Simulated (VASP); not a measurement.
The system is ZrO2.

```
Zr O
1.0
     3.78395    0.00000    0.00000
     0.00000    3.78395    0.00000
     0.00000    0.00000    5.52015
Zr O
2 4
Direct
  0.00000 0.00000 0.00000
  0.50000 0.50000 0.50000
  0.00000 0.50000 0.32493
  0.00000 0.50000 0.82493
  0.50000 0.00000 0.67507
  0.50000 0.00000 0.17507
```

This cell differs from its parent crystal: equal strain along all axes, cell held: +4.5 %.

```yaml
Program: VASP 6.6.1
Task: relaxation of the atoms
Functional: PBE
Potentials_or_basis: VASP PAW PBE potentials, release 64 (Zr_sv, O)
Cutoff: 520 eV
k_mesh: 6 × 6 × 4
Occupations: gaussian, width 0.02 eV
Spin: no spin polarisation
```

At the start: pressure -18.6 GPa; volume 13.17 Å³/atom.

Q: Where does the relaxation end?

A: Over 3 steps the energy falls by 3.5 meV/atom; space group P4_2/nmc (No. 137, to 0.1 Å) before and after.

The path:
```tsv
step	energy change (eV)	largest force (eV/Å)	pressure (GPa)
1	0.0000	0.2299	-18.64
2	-0.0090	0.1759	-18.13
3	-0.0211	0.0028	-16.52
```

Final structure:
```
CELL_PARAMETERS angstrom
3.78395 0.00000 0.00000
0.00000 3.78395 0.00000
0.00000 0.00000 5.52015
ATOMIC_POSITIONS crystal
Zr 0.00000 0.00000 0.00000
Zr 0.50000 0.50000 0.50000
O 0.00000 0.50000 0.33297
O 0.00000 0.50000 0.83297
O 0.50000 0.00000 0.66704
O 0.50000 0.00000 0.16703
```

Caveat: the cell differs from its parent crystal (equal strain along all axes, cell held: +4.5 %).
